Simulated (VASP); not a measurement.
TiMoSe4:

```
CELL_PARAMETERS angstrom
4.36729 0.00000 0.00000
0.00000 4.36729 0.00000
0.00000 0.00000 7.26426
ATOMIC_POSITIONS crystal
Ti 0.50000 0.50000 0.50000
Mo 0.00000 0.00000 0.00000
Se 0.50000 0.00000 0.69755
Se 0.00000 0.50000 0.30245
Se 0.50000 0.00000 0.30245
Se 0.00000 0.50000 0.69755
```

```yaml
Program: VASP 6.6.1
Task: relaxation of cell and atoms
Functional: PBE
Potentials_or_basis: VASP PAW PBE potentials, release 64 (Ti_sv, Mo_sv, Se)
Cutoff: 600 eV
k_mesh: 3 × 3 × 2
Occupations: gaussian, width 0.15 eV
Spin: collinear spin, ferromagnetic start
Starting_moments: "[1.0, 1.0, 0.0, 0.0, 0.0, 0.0] μB"
```

At the start: pressure 0.0 GPa; volume 23.09 Å³/atom.

Question: Where does the relaxation end?

Answer: Over 12 steps the energy falls by 455.9 meV/atom and the volume is 21.03 Å³/atom (-8.9 %); space group P4/mmm (No. 123, to 0.05 Å); moment 2.62 μB per cell.

The path:
```
step  energy change (eV)  largest force (eV/Å)  pressure (GPa)  volume (Å³)
   1              0.0000                2.3244            0.05       138.55
   2             -1.0036                1.6412           -3.33       138.62
   3             -2.4411                0.3969           -6.34       138.01
   4             -2.4462                0.0756           -6.73       138.19
   5             -2.2439                1.0164            8.12       116.34
   6             -2.6998                0.2988           -1.63       129.23
   7             -2.7032                0.3739           -0.79       128.02
   8             -2.7044                0.3661           -0.83       128.22
   9             -2.7042                0.3500           -1.04       128.42
  10             -2.7310                0.0825           -0.53       127.39
  11             -2.7330                0.0186           -0.30       127.01
  12             -2.7352                0.0124            0.29       126.21
```

Final structure:
```xyz
6
Lattice="4.4732 0.0000 0.0000 0.0000 4.4732 0.0000 0.0000 0.0000 6.3076" Properties=species:S:1:pos:R:3 pbc="T T T"
Ti    2.2366    2.2366    3.1538
Mo    0.0000    0.0000    0.0000
Se    2.2366    0.0000    4.7458
Se    0.0000    2.2366    1.5617
Se    2.2366    0.0000    1.5617
Se    0.0000    2.2366    4.7458
```

Caveat: the k points lie up to 0.50 Å⁻¹ apart in the final cell; the relaxation stopped at a loose force limit of 0.08 eV/Å, so its end isn't a converged minimum.
